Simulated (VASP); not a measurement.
## Si2W: single point with PBE

Crystal: Si2W.

```
Si W
1.0
    -1.66417    1.66417    3.70296
     1.66417   -1.66417    3.70296
     1.66417    1.66417   -3.70296
Si W
2 1
Direct
  0.33457 0.33457 0.00000
  0.66543 0.66543 0.00000
  0.00000 0.00000 0.00000
```

This cell differs from its parent crystal: c/a of the conventional cell at fixed volume 2.2251.

```
Program                : VASP 6.6.1
Task                   : single point
Functional             : PBE
Potentials or basis    : VASP PAW PBE potentials, release 64 (Si, W_sv)
Cutoff                 : 520 eV
k mesh                 : 18 × 18 × 18
Occupations            : gaussian, width 0.15 eV
Spin                   : no spin polarisation
Dipole correction      : no
Further INCAR settings : ALGO = Normal; EDIFF = 1e-07; NBANDS = 18
```

| Quantity | Value |
| --- | --- |
| Pressure | 4.1 GPa |
| Largest force | 0.081 eV/Å |
| Band gap on the k mesh | zero (bands 11 and 12 overlap by 0.68 eV) |

Forces on the atoms (eV/Å):
```
Si   0.000  0.000  0.081
Si   0.000  0.000 -0.081
W    0.000  0.000  0.000
```

Stress tensor (GPa, compression positive):
```
-9.95  0.00  0.00
 0.00 -9.95  0.00
 0.00  0.00 32.33
```

Levels at points of the mesh, in eV from the Fermi level:
```csv
k point,band 7,band 8,band 9,band 10,band 11,band 12,band 13,band 14,band 15,band 16
"(0.00, 0.00, 0.00)",-3.02,-3.02,-2.89,-2.38,0.29,2.44,2.57,2.57,3.16,4.76
"(0.50, 0.00, 0.00)",-5.17,-4.39,-3.01,-2.37,-0.48,2.31,2.47,4.49,4.94,5.13
"(0.50, 0.50, 0.00)",-5.88,-5.29,-4.93,-2.38,-1.69,2.63,2.69,3.90,4.84,5.04
"(0.50, 0.50, 0.50)",-3.60,-2.73,-1.25,-1.25,-0.19,-0.19,0.57,5.31,6.21,6.79
```

It took 3.1 min on 1 thread of Intel(R) Xeon(R) 6975P-C (Granite Rapids), with other jobs on the host, peak memory 0.47 GiB.

Caveat: the stress differs along the axes, from -10 to 32 GPa; spin-orbit coupling is left out, which moves the levels of the heavy elements.
